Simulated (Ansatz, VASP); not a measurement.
# Al6N: VASP beside Ansatz

```xyz
14
Lattice="2.9787 0.0000 0.0000 -1.4893 2.5796 0.0000 0.0000 0.0000 27.9937" Properties=species:S:1:pos:R:3 pbc="T T T"
Al    1.4893    0.8599   18.9136
Al    0.0000    0.0000   21.1720
Al    0.0000    1.7197   23.4540
Al    0.0000    1.7197   16.6388
Al    0.0000    1.7197    2.5445
Al    1.4893    0.8599    5.1605
Al    0.0000    0.0000   -0.0390
Al    0.0000    0.0000    7.5872
Al    1.4893    0.8599   25.7345
Al    1.4893    0.8599   12.0829
Al    0.0000    0.0000   14.3649
Al    0.0000    1.7197    9.8108
N     0.0000    0.0000    1.8603
N     0.0000    1.7197    4.4303
```

Alike in both runs: functional PBE; k mesh 12 × 12 × 1; occupations gaussian, width 0.1 eV; no spin polarisation.

Ansatz relaxed the structure, and its values are those at the end. VASP's run is a single point on that final structure, the one shown.

|  | VASP | Ansatz |
| --- | --- | --- |
| version | VASP 6.6.1 | Ansatz 0.2.0 |
| potentials or method | VASP PAW PBE potentials, release 64 (Al, N), cutoff 520 eV | scalar-relativistic, plane waves, PAW |
| valence electrons in the cell | 46 | 46 |

```tsv
	VASP	Ansatz	Ansatz less VASP
gap on the k mesh at the Fermi level (eV)	none	none	-
pressure (GPa)	-0.1	0.0	+0.06
rms of the force components (eV/Å)	0.004	0.002	-0.0020
```

A gap of «none» marks a metal or a gap that the smearing closes.
